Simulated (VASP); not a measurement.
A run of VASP 6.6.1 is set up as follows.

INCAR

```
PREC = Accurate
ENCUT = 520
EDIFF = 1E-8
ISMEAR = -1
SIGMA = 0.02
LREAL = Auto
LASPH = True
NELM = 80
ALGO = Normal
ISIF = 2
LWAVE = False
LCHARG = False
GGA = PE
LEFG = True
NBANDS = 82
```

The input KPOINTS:

```
regular mesh
0
Gamma
  3 3 3
```

File POSCAR:

```
SiO2
1.0
    6.9860408765      0.0000000000      0.0000000000
    0.0000000000      6.9860408765      0.0000000000
    0.0000000000      0.0000000000      6.9860408765
Si O
8 16
Direct
    0.9771259885      0.5228740115      0.4771259885
    0.5228740115      0.4771259885      0.9771259885
    0.4771259885      0.9771259885      0.5228740115
    0.0228740115      0.0228740115      0.0228740115
    0.7141775776      0.7858224224      0.2141775776
    0.7858224224      0.2141775776      0.7141775776
    0.2141775776      0.7141775776      0.7858224224
    0.2858224224      0.2858224224      0.2858224224
    0.8607175071      0.3328254486      0.5326132099
    0.3607175071      0.1671745514      0.4673867901
    0.1392824929      0.8328254486      0.9673867901
    0.1671745514      0.4673867901      0.3607175071
    0.9673867901      0.1392824929      0.8328254486
    0.4673867901      0.3607175071      0.1671745514
    0.3328254486      0.5326132099      0.8607175071
    0.5326132099      0.8607175071      0.3328254486
    0.1541929604      0.1541929604      0.1541929604
    0.3458070396      0.8458070396      0.6541929604
    0.6541929604      0.3458070396      0.8458070396
    0.8458070396      0.6541929604      0.3458070396
    0.6392824929      0.6671745514      0.0326132099
    0.0326132099      0.6392824929      0.6671745514
    0.6671745514      0.0326132099      0.6392824929
    0.8328254486      0.9673867901      0.1392824929
```

Potentials or basis: VASP PAW PBE potentials, release 64 (Si, O).

Run with:

```sh
$ cat potpaw_PBE.64/Si/POTCAR potpaw_PBE.64/O/POTCAR > POTCAR
$ mpirun -np 1 vasp_std > vasp.out
```

Problem. What does it give for the band gap on the k mesh?

Solution. 5.98 eV (least direct gap 5.99 eV).

Problem. Estimate the pressure.

Solution. 8.6 GPa.

Problem. What does it give for the largest force?

Solution. 0.482 eV/Å.

Forces in eV/Å, atoms in the order of the input:
```
Si  -0.026  0.026 -0.026
Si   0.026 -0.026 -0.026
Si  -0.026 -0.026  0.026
Si   0.026  0.026  0.026
Si  -0.044  0.044 -0.044
Si   0.044 -0.044 -0.044
Si  -0.044 -0.044  0.044
Si   0.044  0.044  0.044
O   -0.123 -0.214 -0.414
O   -0.123  0.214  0.414
O    0.123 -0.214  0.414
O    0.214  0.414 -0.123
O    0.414  0.123 -0.214
O    0.414 -0.123  0.214
O   -0.214 -0.414 -0.123
O   -0.414 -0.123 -0.214
O    0.028  0.028  0.028
O   -0.028 -0.028  0.028
O    0.028 -0.028 -0.028
O   -0.028  0.028 -0.028
O    0.123  0.214 -0.414
O   -0.414  0.123  0.214
O    0.214 -0.414  0.123
O   -0.214  0.414  0.123
```

Caveat: the cell stands under pressure; without QUAD_EFG the Cq values of the log hold for a quadrupole moment of 1 mb, not for the nuclei.
